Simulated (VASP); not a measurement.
# AlN (I4/mmm) in VASP: notebook

AlN is run at these levels: r2SCAN; tasks: single point.

All numbers are computed with VASP 6.6.1; they aren't measurements. Logs are shortened: lines on timing, memory, paths and dates and some standing lists are left out, and cuts for length are marked.

### Step 1. The cell of the first run

It takes space group I4/mmm (No. 139, tetragonal). Conventional cell: a = 2.877 Å, b = 2.877 Å, c = 3.662 Å, α = 90.00°, β = 90.00°, γ = 90.00°. Within 2.4 Å of Al (site symmetry 4/mmm) lie 6 N at 1.83 to 2.03 Å. Within 2.4 Å of N (site symmetry 4/mmm) lie 6 Al at 1.83 to 2.03 Å.

### Step 2. Single point, r2SCAN (strain -0.1000 x Voigt [0, 0, 1, 0, 0, 0])

The input, POSCAR:

```
AlN
1.0
    0.0000000000      2.0345180000      1.8310662000
    2.0345180000      0.0000000000      1.8310662000
    2.0345180000      2.0345180000      0.0000000000
Al N
1 1
Direct
    0.5000000000      0.5000000000      0.5000000000
    0.0000000000      0.0000000000      0.0000000000
```

The input, INCAR.step1:

```
SYSTEM = AlN
PREC     = Accurate       ! precision mode
ENCUT    = 520            ! plane-wave cutoff, eV
ISMEAR   = 0              ! smearing method
SIGMA    = 0.05           ! smearing width, eV
LREAL    = .FALSE.        ! projectors in reciprocal space
LASPH    = .TRUE.         ! aspherical terms in the spheres
NELM     = 60             ! most SCF steps
NBANDS   = 11             ! bands
GGA      = PE             ! functional
ALGO     = Normal         ! electronic algorithm
EDIFF    = 1E-4           ! SCF threshold, eV
LWAVE    = .TRUE.         ! write WAVECAR
LCHARG   = .FALSE.        ! write CHGCAR
```

The input, INCAR.step2:

```
SYSTEM = AlN
PREC     = Accurate       ! precision mode
ENCUT    = 520            ! plane-wave cutoff, eV
EDIFF    = 1E-6           ! SCF threshold, eV
ISMEAR   = 0              ! smearing method
SIGMA    = 0.05           ! smearing width, eV
LREAL    = .FALSE.        ! projectors in reciprocal space
LASPH    = .TRUE.         ! aspherical terms in the spheres
NELM     = 60             ! most SCF steps
ALGO     = Normal         ! electronic algorithm
ISIF     = 2              ! what is computed and relaxed
LWAVE    = .FALSE.        ! write WAVECAR
LCHARG   = .FALSE.        ! write CHGCAR
METAGGA  = R2SCAN         ! meta-GGA
LMIXTAU  = .TRUE.       
NBANDS   = 11             ! bands
ISTART   = 1
```

The input, KPOINTS:

```
Automatic mesh
0
G
  10 10 10
  0 0 0
```

Potentials or basis: VASP PAW PBE potentials, release 64 (Al, N).

Run with:

```console
$ cat potpaw_PBE.64/Al/POTCAR potpaw_PBE.64/N/POTCAR > POTCAR
$ cp INCAR.step1 INCAR
$ mpirun -np 1 vasp_std > vasp.out
$ cp INCAR.step2 INCAR
$ mpirun -np 1 vasp_std > vasp.out
```

OUTCAR:

```text
SYSTEM = AlN
   PREC = Accurate
   ENCUT = 520
   EDIFF = 1E-6
   ISMEAR = 0
   LREAL = .FALSE.
   LASPH = .TRUE.
   NELM = 60
   ISIF = 2
   METAGGA = R2SCAN
   ISTART = 1

 ion  position               nearest neighbor table
   1  0.500  0.500  0.500-   2 1.83   2 1.83   2 2.03   2 2.03   2 2.03   2 2.03
   2  0.000  0.000  0.000-   1 1.83   1 1.83   1 2.03   1 2.03   1 2.03   1 2.03

  LATTYP: Found a body centered tetragonal cell.
 ALAT       =     2.8772429485
 C/A-ratio  =     1.2727922061

  Lattice vectors:

 A1 = (   0.0000000000,  -2.0345180000,  -1.8310662000)
 A2 = (   0.0000000000,   2.0345180000,  -1.8310662000)
 A3 = (   2.0345180000,   0.0000000000,   1.8310662000)

Analysis of symmetry for initial positions (statically):
=====================================================================
 Subroutine PRICEL returns:
 Original cell was already a primitive cell.

 Routine SETGRP: Setting up the symmetry group for a
 body centered tetragonal supercell.

 Subroutine GETGRP returns: Found 16 space group operations
 (whereof 16 operations were pure point group operations)
 out of a pool of 16 trial point group operations.

The static configuration has the point symmetry D_4h.

Analysis of symmetry for dynamics (positions and initial velocities):
=====================================================================
 Subroutine PRICEL returns:
 Original cell was already a primitive cell.

 Routine SETGRP: Setting up the symmetry group for a
 body centered tetragonal supercell.

 Subroutine GETGRP returns: Found 16 space group operations
 (whereof 16 operations were pure point group operations)
 out of a pool of 16 trial point group operations.

The dynamic configuration has the point symmetry D_4h.

 Subroutine INISYM returns: Found 16 space group operations
 (whereof 16 operations are pure point group operations),
 and found     1 'primitive' translations

----------------------------------------------------------------------------------------

                                     Primitive cell

  volume of cell :      15.1585

  direct lattice vectors                    reciprocal lattice vectors
     0.000000000  2.034518000  1.831066200    -0.245758455  0.245758455  0.273064950
     2.034518000  0.000000000  1.831066200     0.245758455 -0.245758455  0.273064950
     2.034518000  2.034518000  0.000000000     0.245758455  0.245758455 -0.273064950

  length of vectors
     2.737164029  2.737164029  2.877242948     0.441994234  0.441994234  0.441994234

  position of ions in fractional coordinates (direct lattice)
     0.500000000  0.500000000  0.500000000
     0.000000000  0.000000000  0.000000000

  ion indices of the primitive-cell ions
   primitive index   ion index
                 1           1
                 2           2

----------------------------------------------------------------------------------------

 KPOINTS: Automatic mesh

Automatic generation of k-mesh.
 Grid dimensions read from file:
 generate k-points for:   10   10   10

 Generating k-lattice:

  Cartesian coordinates                     Fractional coordinates (reciprocal lattice)
    -0.024575845  0.024575845  0.027306495     0.100000000  0.000000000  0.000000000
     0.024575845 -0.024575845  0.027306495     0.000000000  0.100000000  0.000000000
     0.024575845  0.024575845 -0.027306495    -0.000000000 -0.000000000  0.100000000

  Length of vectors
     0.044199423  0.044199423  0.044199423

  Shift w.r.t. Gamma in fractional coordinates (k-lattice)
     0.000000000  0.000000000  0.000000000

 Subroutine IBZKPT returns following result:
 ===========================================

 Found    102 irreducible k-points:

 Following reciprocal coordinates:
            Coordinates               Weight
  0.000000  0.000000  0.000000      1.000000
  0.100000 -0.000000  0.000000      8.000000
  0.200000 -0.000000  0.000000      8.000000
  0.300000 -0.000000  0.000000      8.000000
  0.400000  0.000000  0.000000      8.000000
  0.500000  0.000000  0.000000      4.000000
[... 16 lines left out ...]
  0.300000  0.300000  0.000000      2.000000
  0.400000  0.300000  0.000000      8.000000
 [... further k-points ...]
   k-points           NKPTS =    102   k-points in BZ     NKDIM =    102   number of bands    NBANDS=     11
   number of dos      NEDOS =    301   number of ions     NIONS =      2
   total plane-waves  NPLWV =   9600
   dimension x,y,z NGX =    20 NGY =   20 NGZ =   24
   dimension x,y,z NGXF=    40 NGYF=   40 NGZF=   48
   ions per type =               1   1
   NGX,Y,Z   is equivalent  to a cutoff of  12.15, 12.15, 13.87 a.u.
   NGXF,Y,Z  is equivalent  to a cutoff of  24.29, 24.29, 27.73 a.u.
 SYSTEM =  AlN
   PREC   = accura    normal or accurate (medium, high low for compatibility)
   ISTART =      1    job   : 0-new  1-cont  2-samecut
   ICHARG =      0    charge: 1-file 2-atom 10-const
   ISPIN  =      1    spin polarized calculation?
   LNONCOLLINEAR =      F non collinear calculations
   LSORBIT =      F    spin-orbit coupling
   LASPH  =      T    aspherical Exc in radial PAW
   ENCUT  =  520.0 eV  38.22 Ry    6.18 a.u.   5.09  5.09  5.35*2*pi/ulx,y,z
   NELM   =     60;   NELMIN=  2; NELMDL=  0     # of ELM steps
   EDIFF  = 0.1E-05   stopping-criterion for ELM
   LREAL  =      F    real-space projection
   EDIFFG = 0.1E-04   stopping-criterion for IOM
   NSW    =      0    number of steps for IOM
   IBRION =     -1    ionic relax: 0-MD 1-quasi-New 2-CG
   NFREE  =      0    steps in history (QN), initial steepest desc. (CG)
   ISIF   =      2    stress and relaxation
   ISYM   =      2    0-nonsym 1-usesym 2-fastsym
   POTIM  = 0.5000    time-step for ionic-motion
   TEBEG  =    0.0;   TEEND  =   0.0 temperature during run
   PSTRESS=    0.0 pullay stress
   NELECT =       8.0000    total number of electrons
   NUPDOWN=      -1.0000    fix difference up-down
   EMIN   =  10.00;   EMAX   =-10.00  energy-range for DOS
   EFERMI =   0.00;   METHOD = LEGACY
   ISMEAR =     0;   SIGMA  =   0.05  broadening in eV -4-tet -1-fermi 0-gaus
   EFERMI_NEDOS =   21; number of points for ismear=-14 and -15
   IALGO  =     38    algorithm
   IMIX   =      4    mixing-type and parameters
     AMIX     =   0.40;   BMIX     =  1.00
     AMIX_MAG =   1.60;   BMIX_MAG =  1.00
  volume/ion in A,a.u.               =       7.58        51.15
  Fermi-wavevector in a.u.,A,eV,Ry     =   1.322977  2.500065 23.813861  1.750269
  Thomas-Fermi vector in A             =   2.452619
   LORBIT       =      0    0 simple, 1 ext, 2 COOP (PROOUT), +10 PAW based schemes
   METAGGA = R2SCAN    functional components
   LHFCALC =     F    Hartree Fock is set to
   AEXX    =    0.0000 exact exchange contribution
   IVDW    =     0    specifies the selected vdW correction
   LEPSILON=     F    determine dielectric tensor
   LRPA    =     F    only Hartree local field effects (RPA)
 non-spin polarized calculation
 Gauss-broadening in eV      SIGMA  =   0.05
  energy-cutoff  :      520.00
  volume of cell :       15.16
 maximum number of plane-waves:       429
   NGX = 11   NGY = 11   NGZ = 11

 number of electron       8.0000000 magnetization

 Free energy of the ion-electron system (eV)
  ---------------------------------------------------
  ext. energy  EPLUGINS =         0.00000000
  ---------------------------------------------------
  free energy    TOTEN  =       -18.61770022 eV

  energy without entropy =      -18.61770022  energy(sigma->0) =      -18.61770022

 E-fermi :  11.4066     XC(G=0): -13.2962

 val. band max:       11.1534790674   @ k =   0.0000   0.0000   0.0000
 cond. band min:      16.0362877202   @ k =   0.5000   0.5000   0.0000
 fundamental gap:      4.8828086528
 Fermi energy:        11.4065801826

 k-point     1 :       0.0000    0.0000    0.0000
  band No.  band energies     occupation
      1      -8.3328      2.00000
      2      10.3268      2.00000
      3      11.1534      2.00000
      4      11.1535      2.00000
      5      18.4819      0.00000
      6      23.7457      0.00000
      7      23.7457      0.00000
      8      25.2975      0.00000
      9      28.3097      0.00000
     10      30.3212      0.00000
     11      31.3409      0.00000

 k-point     2 :       0.1000   -0.0000    0.0000
  band No.  band energies     occupation
      1      -8.1056      2.00000
      2       9.6572      2.00000
      3      10.6786      2.00000
      4      10.9319      2.00000
      5      19.0633      0.00000
      6      23.2910      0.00000
      7      24.0574      0.00000
      8      25.1903      0.00000
      9      27.4911      0.00000
     10      30.1183      0.00000
     11      32.1599      0.00000

 k-point     3 :       0.2000   -0.0000    0.0000
  band No.  band energies     occupation
      1      -7.4453      2.00000
      2       7.4842      2.00000
      3      10.3122      2.00000
      4      10.4086      2.00000
      5      19.4287      0.00000
      6      23.1918      0.00000
      7      23.9904      0.00000
      8      25.8870      0.00000
      9      27.7641      0.00000
     10      29.0695      0.00000
     11      32.1535      0.00000

 k-point     4 :       0.3000   -0.0000    0.0000
  band No.  band energies     occupation
      1      -6.4343      2.00000
      2       4.9640      2.00000
      3       9.8474      2.00000
      4      10.0101      2.00000
      5      18.8149      0.00000
      6      23.1800      0.00000
      7      24.5673      0.00000
      8      26.0859      0.00000
      9      29.5565      0.00000
     10      29.9555      0.00000
     11      31.4698      0.00000
[... 239 lines left out ...]
 k-point    22 :      -0.2000    0.2000    0.0000
  band No.  band energies     occupation
      1      -6.2548      2.00000
      2       6.2244      2.00000
      3       7.4455      2.00000
      4       9.8427      2.00000
      5      20.9176      0.00000
      6      22.5128      0.00000
      7      24.1671      0.00000
      8      24.7159      0.00000
      9      26.6926      0.00000
     10      32.0825      0.00000
     11      37.6589      0.00000

 k-point    23 :       0.3000    0.3000    0.0000
  band No.  band energies     occupation
      1      -5.4972      2.00000
      2       5.6324      2.00000
      3       8.2223      2.00000
      4       8.2223      2.00000
      5      17.8381      0.00000
      6      19.6658      0.00000
      7      26.0473      0.00000
      8      28.0329      0.00000
      9      28.0331      0.00000
     10      32.0776      0.00000
     11      38.4237      0.00000

 k-point    24 :       0.4000    0.3000    0.0000
  band No.  band energies     occupation
      1      -4.6084      2.00000
      2       4.5053      2.00000
      3       7.5414      2.00000
      4       7.8522      2.00000
      5      17.5928      0.00000
      6      19.0942      0.00000
      7      26.0416      0.00000
      8      27.9911      0.00000
      9      29.2864      0.00000
     10      34.1698      0.00000
     11      39.1909      0.00000

 [... further k-points ...]
[... 5 lines left out ...]
  --------------------------------------------------------------------------------------
  -------------------------------------------------------------------------------------
  Total        1.3068846      1.3068846      6.8606967      0.0000000     -0.0000000      0.0000000
  in kB      138.1308526    138.1308526    725.1397139      0.0000000     -0.0000000      0.0000000
  external PRESSURE =     333.8004730 kB  Pullay stress =       0.0000000 kB

 VOLUME and BASIS-vectors are now :
 -----------------------------------------------------------------------------
  energy-cutoff  :      520.00
  volume of cell :       15.16
      direct lattice vectors                 reciprocal lattice vectors
     0.000000000  2.034518000  1.831066200    -0.245758455  0.245758455  0.273064950
     2.034518000  0.000000000  1.831066200     0.245758455 -0.245758455  0.273064950
     2.034518000  2.034518000  0.000000000     0.245758455  0.245758455 -0.273064950

 POSITION                                       TOTAL-FORCE (eV/Angst)
 -----------------------------------------------------------------------------------
      2.03452      2.03452      1.83107         0.000000      0.000000      0.000000
      0.00000      0.00000      0.00000         0.000000     -0.000000     -0.000000
 -----------------------------------------------------------------------------------
    total drift:                                0.000000     -0.000000     -0.000000

  FREE ENERGIE OF THE ION-ELECTRON SYSTEM (eV)
  ---------------------------------------------------
  free  energy   TOTEN  =       -18.6177002216 eV

  energy  without entropy=      -18.6177002216  energy(sigma->0) =      -18.61770022
```

Run time: 77 s. Hardware: 1 thread of Intel Xeon 6975P-C, shared host; peak memory 0.14 GiB.

What came out:

| Property | Result |
| --- | --- |
| Free energy | -18.6177 eV |
| Pressure | 33.4 GPa |
| Band gap on the k mesh | 4.88 eV, indirect (least direct gap 7.33 eV) |

Stress tensor (GPa, compression positive):
```
13.81  0.00  0.00
 0.00 13.81  0.00
 0.00  0.00 72.51
```

Caveat: the cell differs from its parent crystal (strain -0.1000 x Voigt [0, 0, 1, 0, 0, 0]); the PAW data sets were made with another functional, which shifts forces and pressure a little. A k mesh can miss the band edges.

(Part 1 of 2 ends here.)
